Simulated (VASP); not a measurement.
**Si2Ni: single point with PBE**

The system is Si2Ni.

```
Si Ni
1.0
     0.00000    2.60956    2.60956
     2.60956    0.00000    2.60956
     2.60956    2.60956    0.00000
Si Ni
2 1
Direct
  0.25000 0.25000 0.25000
  0.75000 0.75000 0.75000
  0.00000 0.00000 0.00000
```

```json
{"Program": "VASP 6.6.1", "Task": "single point", "Functional": "PBE", "Potentials or basis": "VASP PAW PBE potentials, release 64 (Si, Ni)", "Cutoff": "520 eV", "k mesh": "14 × 14 × 14", "Occupations": "gaussian, width 0.15 eV", "Spin": "collinear spin, ferromagnetic start", "Starting moments": "[0.0, 0.0, 0.75] μB", "Fixed moment": "0.75 μB", "Dipole correction": "no", "Further INCAR settings": "ALGO = Normal; EDIFF = 1e-07; NBANDS = 20"}
```

```
Pressure                                              : 27.9 GPa
Net moment                                            : 0.75 μB per cell
Site moments                                          : Si +0.10; Ni +0.35 μB
Valence electrons inside the program's atomic spheres : Si 1.66; Ni 10.09
```

It took 3.3 min on 1 thread of Intel Xeon 8259CL (shared host), peak memory 0.25 GiB.

Caveat: the cell stands under pressure; the total moment is fixed, so each spin has its own Fermi level and the state may be an excited one.
